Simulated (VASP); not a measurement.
# Be (P6_3/mmc) in VASP: further runs, part 2 of 2

VASP 6.6.1. Earlier steps stand in the parts before.

## 3. Single point, PBEsol

INCAR

```
ALGO = Normal
EDIFF = 1E-6
ENCUT = 520
GGA = PS
ISIF = 2
ISMEAR = -1
LASPH = True
LCHARG = True
LELF = True
LREAL = False
LVHAR = True
LWAVE = False
NBANDS = 9
NELM = 60
PREC = Accurate
SIGMA = 0.1
```

KPOINTS

```
k-points
0
Gamma
  22 22 12
```

POSCAR

```
Be
1.0
    1.9916721476      0.0000000000      0.0000000000
   -0.9958360738      1.7248386758      0.0000000000
    0.0000000000      0.0000000000      3.1852924811
Be
2
Direct
    0.3333333333      0.6666666667      0.2500000000
    0.6666666667      0.3333333333      0.7500000000
```

Potentials or basis: VASP PAW PBE potentials, release 64 (Be).

Command:

```bash
> cat potpaw_PBE.64/Be/POTCAR > POTCAR
> mpirun -np 1 vasp_std > vasp.out
```

OUTCAR:

```text
EDIFF = 1E-6
   ENCUT = 520
   GGA = PS
   ISIF = 2
   ISMEAR = -1
   LASPH = True
   LREAL = False
   NELM = 60
   PREC = Accurate

 ion  position               nearest neighbor table
   1  0.333  0.667  0.250-   2 1.96   2 1.96   2 1.96   2 1.96   2 1.96   2 1.96
   2  0.667  0.333  0.750-   1 1.96   1 1.96   1 1.96   1 1.96   1 1.96   1 1.96

  LATTYP: Found a hexagonal cell.
 ALAT       =     1.9916721476
 C/A-ratio  =     1.5993056312

  Lattice vectors:

 A1 = (   1.9916721476,   0.0000000000,   0.0000000000)
 A2 = (  -0.9958360738,   1.7248386758,   0.0000000000)
 A3 = (   0.0000000000,   0.0000000000,   3.1852924811)

Analysis of symmetry for initial positions (statically):
=====================================================================
 Subroutine PRICEL returns:
 Original cell was already a primitive cell.

 Routine SETGRP: Setting up the symmetry group for a
 hexagonal supercell.

 Subroutine GETGRP returns: Found 24 space group operations
 (whereof 12 operations were pure point group operations)
 out of a pool of 24 trial point group operations.

The static configuration has the point symmetry D_3d.
 The point group associated with its full space group is D_6h.

Analysis of symmetry for dynamics (positions and initial velocities):
=====================================================================
 Subroutine PRICEL returns:
 Original cell was already a primitive cell.

 Routine SETGRP: Setting up the symmetry group for a
 hexagonal supercell.

 Subroutine GETGRP returns: Found 24 space group operations
 (whereof 12 operations were pure point group operations)
 out of a pool of 24 trial point group operations.

The dynamic configuration has the point symmetry D_3d.
 The point group associated with its full space group is D_6h.

 Subroutine INISYM returns: Found 24 space group operations
 (whereof 12 operations are pure point group operations),
 and found     1 'primitive' translations

----------------------------------------------------------------------------------------

                                     Primitive cell

  volume of cell :      10.9425

  direct lattice vectors                    reciprocal lattice vectors
     1.991672148  0.000000000  0.000000000     0.502090668  0.289882183  0.000000000
    -0.995836074  1.724838676  0.000000000     0.000000000  0.579764365  0.000000000
     0.000000000  0.000000000  3.185292481     0.000000000  0.000000000  0.313942913

  length of vectors
     1.991672148  1.991672148  3.185292481     0.579764365  0.579764365  0.313942913

  position of ions in fractional coordinates (direct lattice)
     0.333333333  0.666666667  0.250000000
     0.666666667  0.333333333  0.750000000

  ion indices of the primitive-cell ions
   primitive index   ion index
                 1           1
                 2           2

----------------------------------------------------------------------------------------

 KPOINTS: k-points

Automatic generation of k-mesh.
 Grid dimensions read from file:
 generate k-points for:   22   22   12

 Generating k-lattice:

  Cartesian coordinates                     Fractional coordinates (reciprocal lattice)
     0.022822303  0.013176463  0.000000000     0.045454545  0.000000000  0.000000000
     0.000000000  0.026352926  0.000000000     0.000000000  0.045454545  0.000000000
     0.000000000  0.000000000  0.026161909     0.000000000  0.000000000  0.083333333

  Length of vectors
     0.026352926  0.026352926  0.026161909

  Shift w.r.t. Gamma in fractional coordinates (k-lattice)
     0.000000000  0.000000000  0.000000000

 Subroutine IBZKPT returns following result:
 ===========================================

 Found    364 irreducible k-points:

 Following reciprocal coordinates:
            Coordinates               Weight
  0.000000  0.000000  0.000000      1.000000
  0.045455 -0.000000  0.000000      6.000000
  0.090909 -0.000000  0.000000      6.000000
  0.136364 -0.000000  0.000000      6.000000
  0.181818 -0.000000  0.000000      6.000000
  0.227273 -0.000000  0.000000      6.000000
[... 16 lines left out ...]
  0.090909  0.090909  0.000000      6.000000
  0.136364  0.090909  0.000000     12.000000
 [... further k-points ...]
   k-points           NKPTS =    364   k-points in BZ     NKDIM =    364   number of bands    NBANDS=      9
   number of dos      NEDOS =    301   number of ions     NIONS =      2
   total plane-waves  NPLWV =   6144
   dimension x,y,z NGX =    16 NGY =   16 NGZ =   24
   dimension x,y,z NGXF=    32 NGYF=   32 NGZF=   48
   ions per type =               2
   NGX,Y,Z   is equivalent  to a cutoff of  13.36, 13.36, 12.53 a.u.
   NGXF,Y,Z  is equivalent  to a cutoff of  26.71, 26.71, 25.05 a.u.
 SYSTEM =  unknown system
   PREC   = accura    normal or accurate (medium, high low for compatibility)
   ISTART =      0    job   : 0-new  1-cont  2-samecut
   ICHARG =      2    charge: 1-file 2-atom 10-const
   ISPIN  =      1    spin polarized calculation?
   LNONCOLLINEAR =      F non collinear calculations
   LSORBIT =      F    spin-orbit coupling
   LASPH  =      T    aspherical Exc in radial PAW
   ENCUT  =  520.0 eV  38.22 Ry    6.18 a.u.   3.70  3.70  5.92*2*pi/ulx,y,z
   NELM   =     60;   NELMIN=  2; NELMDL= -5     # of ELM steps
   EDIFF  = 0.1E-05   stopping-criterion for ELM
   LREAL  =      F    real-space projection
   EDIFFG = 0.1E-04   stopping-criterion for IOM
   NSW    =      0    number of steps for IOM
   IBRION =     -1    ionic relax: 0-MD 1-quasi-New 2-CG
   NFREE  =      0    steps in history (QN), initial steepest desc. (CG)
   ISIF   =      2    stress and relaxation
   ISYM   =      2    0-nonsym 1-usesym 2-fastsym
   POTIM  = 0.5000    time-step for ionic-motion
   TEBEG  =    0.0;   TEEND  =   0.0 temperature during run
   PSTRESS=    0.0 pullay stress
   NELECT =       4.0000    total number of electrons
   NUPDOWN=      -1.0000    fix difference up-down
   EMIN   =  10.00;   EMAX   =-10.00  energy-range for DOS
   EFERMI =   0.00;   METHOD = LEGACY
   ISMEAR =    -1;   SIGMA  =   0.10  broadening in eV -4-tet -1-fermi 0-gaus
   EFERMI_NEDOS =   21; number of points for ismear=-14 and -15
   IALGO  =     38    algorithm
   IMIX   =      4    mixing-type and parameters
     AMIX     =   0.40;   BMIX     =  1.00
     AMIX_MAG =   1.60;   BMIX_MAG =  1.00
  volume/ion in A,a.u.               =       5.47        36.92
  Fermi-wavevector in a.u.,A,eV,Ry     =   1.170549  2.212017 18.642499  1.370185
  Thomas-Fermi vector in A             =   2.307006
   LORBIT       =      0    0 simple, 1 ext, 2 COOP (PROOUT), +10 PAW based schemes
   GGA     = PS    functional components
   LHFCALC =     F    Hartree Fock is set to
   AEXX    =    0.0000 exact exchange contribution
   IVDW    =     0    specifies the selected vdW correction
   LEPSILON=     F    determine dielectric tensor
   LRPA    =     F    only Hartree local field effects (RPA)
 non-spin polarized calculation
  energy-cutoff  :      520.00
  volume of cell :       10.94
 maximum number of plane-waves:       306
 NGX is ok and might be reduce to    16
   NGX =  7   NGY =  7   NGZ = 11

 number of electron       4.0000000 magnetization

 Free energy of the ion-electron system (eV)
  ---------------------------------------------------
  ext. energy  EPLUGINS =         0.00000000
  ---------------------------------------------------
  free energy    TOTEN  =        -7.06748456 eV

  energy without entropy =       -7.06469437  energy(sigma->0) =       -7.06608946

 E-fermi :  10.4996     XC(G=0): -11.8848

 val. band max:       10.4873428202   @ k =   0.2727   0.2273   0.0833
 cond. band min:      10.5989718735   @ k =   0.2727   0.1364   0.0000
 fundamental gap:      0.1116290533
 Fermi energy:        10.4996021667

 k-point     1 :       0.0000    0.0000    0.0000
  band No.  band energies     occupation
      1      -2.9356      2.00000
      2       4.2713      2.00000
      3      12.8329      0.00000
      4      32.0938      0.00000
      5      32.0938      0.00000
      6      35.6522      0.00000
      7      35.6522      0.00000
      8      37.9657      0.00000
      9      44.7131      0.00000
[... 265 lines left out ...]
 k-point    24 :       0.1364    0.0909    0.0000
  band No.  band energies     occupation
      1      -1.6790      2.00000
      2       6.1972      2.00000
      3      12.6410      0.00000
      4      24.3313      0.00000
      5      26.5876      0.00000
      6      34.4243      0.00000
      7      35.1836      0.00000
      8      35.4991      0.00000
      9      39.3799      0.00000

 [... further k-points ...]

------------------------ aborting loop because EDIFF is reached ----------------------------------------

  FORCE on cell =-STRESS in cart. coord.  units (eV):
  Direction    XX          YY          ZZ          XY          YZ          ZX
  --------------------------------------------------------------------------------------
  -------------------------------------------------------------------------------------
  Total        5.5555347      5.5555347      5.5630692      0.0000000      0.0000000      0.0000000
  in kB      813.4311416    813.4311415    814.5343430      0.0000000      0.0000000      0.0000000
  external PRESSURE =     813.7988754 kB  Pullay stress =       0.0000000 kB

 VOLUME and BASIS-vectors are now :
 -----------------------------------------------------------------------------
  energy-cutoff  :      520.00
  volume of cell :       10.94
      direct lattice vectors                 reciprocal lattice vectors
     1.991672148  0.000000000  0.000000000     0.502090668  0.289882183  0.000000000
    -0.995836074  1.724838676  0.000000000     0.000000000  0.579764365  0.000000000
     0.000000000  0.000000000  3.185292481     0.000000000  0.000000000  0.313942913

 POSITION                                       TOTAL-FORCE (eV/Angst)
 -----------------------------------------------------------------------------------
     -0.00000      1.14989      0.79632        -0.000000     -0.000000      0.000000
      0.99584      0.57495      2.38897         0.000000      0.000000      0.000000
 -----------------------------------------------------------------------------------
    total drift:                                0.000000     -0.000000      0.000000

  FREE ENERGIE OF THE ION-ELECTRON SYSTEM (eV)
  ---------------------------------------------------
  free  energy   TOTEN  =        -7.0674845568 eV

  energy  without entropy=       -7.0646943696  energy(sigma->0) =       -7.06608946
```

It took 39 s on 1 thread of AMD EPYC 7R13, shared host; peak memory 0.11 GiB.

What came out:

| Property | Result |
| --- | --- |
| Free energy | -7.0675 eV |
| Pressure | 81.4 GPa |
| Band gap on the k mesh | zero (bands 2 and 3 overlap by 2.25 eV) |

Stress tensor (GPa, compression positive):
```
81.34  0.00  0.00
 0.00 81.34  0.00
 0.00  0.00 81.45
```

Caveat: the cell stands under pressure; the PAW data sets were made with another functional, which shifts forces and pressure a little.
